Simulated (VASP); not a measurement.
Set up this calculation in VASP 6.6.1, as the native input.

* Task: single point
* Functional: r2SCAN
* Potentials or basis: VASP PAW PBE potentials, release 64 (Si, C)
* Cutoff: 520 eV
* k mesh: 12 × 12 × 4
* Occupations: gaussian, width 0.01 eV
* Spin: no spin polarisation
* Dipole correction: no
* Further INCAR settings: ALGO = Normal; EDIFF = 1e-06; NBANDS = 26

Crystal: SiC.

```
CELL_PARAMETERS angstrom
3.10833 0.00000 0.00000
-1.55417 2.69189 0.00000
0.00000 0.00000 10.17749
ATOMIC_POSITIONS crystal
Si 0.00000 0.00000 0.99987
Si 0.33333 0.66667 0.24989
Si 0.00000 0.00000 0.49987
Si 0.66667 0.33333 0.74989
C 0.00000 0.00000 0.18728
C 0.33333 0.66667 0.43795
C 0.00000 0.00000 0.68728
C 0.66667 0.33333 0.93795
```

This cell differs from its parent crystal: strain +1.0%.

The input as run:

POSCAR

```
SiC
1.0
    3.1083305834      0.0000000000      0.0000000000
   -1.5541652917      2.6918932486      0.0000000000
    0.0000000000      0.0000000000     10.1774900139
Si C
4 4
Direct
    0.0000000000      0.0000000000     -0.0001288732
    0.3333333333      0.6666666667      0.2498916317
    0.0000000000      0.0000000000      0.4998711268
    0.6666666667      0.3333333333      0.7498916317
    0.0000000000      0.0000000000      0.1872834008
    0.3333333333      0.6666666667      0.4379538406
    0.0000000000      0.0000000000      0.6872834008
    0.6666666667      0.3333333333      0.9379538406
```

INCAR.step1

```
SYSTEM = SiC
ALGO = Normal ; EDIFF = 1E-4
ENCUT = 520 ; GGA = PE
ISMEAR = 0 ; LASPH = .True.
LCHARG = .False. ; LREAL = .False.
LWAVE = .True. ; NBANDS = 26
NELM = 60 ; PREC = Accurate
SIGMA = 0.01
```

INCAR.step2

```
SYSTEM = SiC
ALGO = Normal ; EDIFF = 1E-6
ENCUT = 520 ; ISIF = 2
ISMEAR = 0 ; ISTART = 1
LASPH = .True. ; LCHARG = .False.
LMIXTAU = .True. ; LREAL = .False.
LWAVE = .False. ; METAGGA = R2SCAN
NBANDS = 26 ; NELM = 60
PREC = Accurate ; SIGMA = 0.01
```

KPOINTS

```
k-points
0
Gamma
  12 12 4
  0 0 0
```

Potentials or basis: VASP PAW PBE potentials, release 64 (Si, C).

Command:

```bash
$ cat potpaw_PBE.64/Si/POTCAR potpaw_PBE.64/C/POTCAR > POTCAR
$ cp INCAR.step1 INCAR
$ mpirun -np 1 vasp_std > vasp.out
$ cp INCAR.step2 INCAR
$ mpirun -np 1 vasp_std > vasp.out
```

Results of the run:

- Pressure: -6.6 GPa
- Largest force: 0.003 eV/Å
- Band gap on the k mesh: 2.59 eV (least direct gap 3.77 eV)

Caveat: the cell differs from its parent crystal (strain +1.0%); the cell stands under tension; the PAW data sets were made with another functional, which shifts forces and pressure a little.

Wall time 2.7 min on 1 thread of Intel(R) Xeon(R) 6975P-C (Granite Rapids), with other jobs on the host, peak memory 0.26 GiB.
